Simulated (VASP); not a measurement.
Input of a VASP 6.6.1 run:

Contents of INCAR:

```
  PREC = Accurate
  ENCUT = 520
  EDIFF = 1E-6
  ISMEAR = 0
  SIGMA = 0.1
  LREAL = False
  LASPH = True
  NELM = 80
  ALGO = Fast
  ISIF = 2
  LWAVE = False
  LCHARG = False
  GGA = PE
  NBANDS = 69
```

Contents of KPOINTS:

```
Automatic mesh
0
Gamma
  6 6 8
```

Contents of POSCAR:

```
TiCd3Pd
1.0
    7.5840282581      0.0000000000      0.0000000000
   -3.7920141290      6.5679611345      0.0000000000
    0.0000000000      0.0000000000      4.4672120640
Ti Cd Pd
2 6 2
Direct
    0.0000000000      0.0000000000      0.5000000000
    0.0000000000      0.0000000000      0.0000000000
    0.2015744472      0.4031488944      0.2500000000
    0.7984255528      0.2015744472      0.7500000000
    0.7984255528      0.5968511056      0.7500000000
    0.2015744472      0.7984255528      0.2500000000
    0.5968511056      0.7984255528      0.2500000000
    0.4031488944      0.2015744472      0.7500000000
    0.3333333333      0.6666666667      0.7500000000
    0.6666666667      0.3333333333      0.2500000000
```

Potentials or basis: VASP PAW PBE potentials, release 64 (Ti_sv, Cd, Pd).

Launch:

```bash
$ cat potpaw_PBE.64/Ti_sv/POTCAR potpaw_PBE.64/Cd/POTCAR potpaw_PBE.64/Pd/POTCAR > POTCAR
$ mpirun -np 1 vasp_std > vasp.out
```

(1) Estimate the largest force.

(2) Predict the band gap on the k mesh.

(3) What does it give for the pressure?

Results:

(1) 0.038 eV/Å.

(2) zero (bands 58 and 59 overlap by 0.62 eV).

(3) 0.3 GPa.
